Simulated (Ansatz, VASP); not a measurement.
One calculation of Na2S, two programs

The input INCAR:

```
SYSTEM = Na2S
PREC = Accurate
ENCUT = 500
EDIFF = 1E-6
ISMEAR = 0
SIGMA = 0.1
LREAL = .FALSE.
LASPH = .TRUE.
NELM = 120
ALGO = Normal
ISIF = 2
LWAVE = .FALSE.
LCHARG = .TRUE.
GGA = PS
LELF = .TRUE.
LVHAR = .TRUE.
NBANDS = 17
GGA_COMPAT = .FALSE.
```

KPOINTS

```
regular mesh
0
G
  6 6 6
  0 0 0
```

POSCAR

```
Na2S
1.0
    0.0000000000      3.2735000000      3.2735000000
    3.2735000000      0.0000000000      3.2735000000
    3.2735000000      3.2735000000      0.0000000000
Na S
2 1
Direct
    0.2500000000      0.2500000000      0.2500000000
    0.7500000000      0.7500000000      0.7500000000
    0.0000000000      0.0000000000      0.0000000000
```

Input for Ansatz:

```yaml
crystal:
  lattice:
    - [0.0, 3.2735, 3.2735]
    - [3.2735, 0.0, 3.2735]
    - [3.2735, 3.2735, 0.0]
  atoms:
    - { symbol: Na, position: [0.25, 0.25, 0.25] }
    - { symbol: Na, position: [0.75, 0.75, 0.75] }
    - { symbol: S, position: [0.0, 0.0, 0.0] }
basis:
  ecutwfc: 420
kpoints:
  mp_grid: { grid: [6, 6, 6] }
hamiltonian:
  xc: pbesol
scf:
  occupations: { method: gaussian, width: 0.1 }
output:
  forces: true
  stress: true
  eigenvalues: true
```

Alike in both runs: task single point; functional PBEsol; k mesh 6 × 6 × 6; occupations gaussian, width 0.1 eV; no spin polarisation.

```csv
,VASP,Ansatz
version,VASP 6.6.1,Ansatz 0.2.0
potentials or method,"VASP PAW PBE potentials, release 64 (Na_pv, S), cutoff 500 eV","scalar-relativistic, plane waves, PAW"
valence electrons in the cell,20,24
```

```csv
,VASP,Ansatz,Ansatz less VASP
gap on the k mesh at the Fermi level (eV),2.36,2.36,+0.004
least direct gap on the mesh (eV),2.36,2.36,+0.004
pressure (GPa),-0.5,-0.6,-0.04
```

VASP's potentials were made for PBE, not for PBEsol. VASP's potentials hold 20 valence electrons a cell and Ansatz's 24, so a difference there can come from the potentials and not from the codes.
